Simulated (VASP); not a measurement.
MnO, 2 atoms in the cell. The structure is monoclinic, space group Cm (No. 8). Conventional cell: a = 5.903 Å, b = 3.411 Å, c = 3.417 Å, α = 90.00°, β = 125.23°, γ = 90.00°. Within 2.8 Å of Mn (site symmetry m) lie 4 O at 2.09 Å. O (site symmetry m) has 4 Mn at 2.09 Å within 2.8 Å. 

```yaml
Program: VASP 6.6.1
Task: single point
Functional: PBEsol
Potentials_or_basis: VASP PAW PBE potentials, release 64 (Mn_pv, O)
Cutoff: 520 eV
k_mesh: 9 × 9 × 9
Occupations: fermi-dirac, width 0.05 eV
Spin: collinear spin, ferromagnetic start
Starting_moments: "[4.0, 0.0] μB"
Dipole_correction: no
Further_INCAR_settings: ALGO = Normal; EDIFF = 1e-06; NBANDS = 20
```

Potentials or basis: VASP PAW PBE potentials, release 64 (Mn_pv, O).

Launch:

```console
$ cat potpaw_PBE.64/Mn_pv/POTCAR potpaw_PBE.64/O/POTCAR > POTCAR
$ mpirun -np 1 vasp_std > vasp.out
```

Hardware: 1 thread of Intel Xeon 8259CL (shared host).

Q: Estimate the wall time of this run.

A: It took 4.8 min on 1 thread of Intel Xeon 8259CL, with other jobs on the host, peak memory 0.3 GiB. Counts: scf iterations 16, k points 205.
